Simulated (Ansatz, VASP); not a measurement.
**Two plane-wave programs on Ge**

```
Ge
1.0
     3.99565    0.00000    0.00000
    -1.99782    3.46033    0.00000
     0.00000    0.00000    6.89983
Ge
4
Direct
  0.66667 0.33333 0.06489
  0.33333 0.66667 0.56489
  0.66667 0.33333 0.43511
  0.33333 0.66667 0.93511
```

Change from the starting cell: strain along c alone, the other axes held, atoms relaxed: +4.5 %.

Alike in both runs: functional r2SCAN; k mesh 12 × 12 × 6; occupations gaussian, width 0.01 eV; no spin polarisation.

Ansatz relaxed the structure, and its values are those at the end. VASP's run is a single point on that final structure, the one shown.

```csv
,VASP,Ansatz
version,VASP 6.6.1,Ansatz 0.2.0
potentials or method,"VASP PAW PBE potentials, release 64 (Ge_d), cutoff 520 eV","scalar-relativistic, plane waves, PAW"
valence electrons in the cell,56,56
```

Ansatz gave:

| Quantity | Value |
| --- | --- |
| gap on the k mesh at the Fermi level (eV) | none |
| pressure (GPa) | -2.7 |
| rms of the force components (eV/Å) | 0.004 |

Question: Which values does VASP return?

Answer: gap on the k mesh at the Fermi level (eV): none; pressure (GPa): -2.7; rms of the force components (eV/Å): 0.003.

VASP's potentials were made for PBE, not for r2SCAN. A gap of «none» marks a metal or a gap that the smearing closes. Ansatz's warnings: stress scf threshold loose.
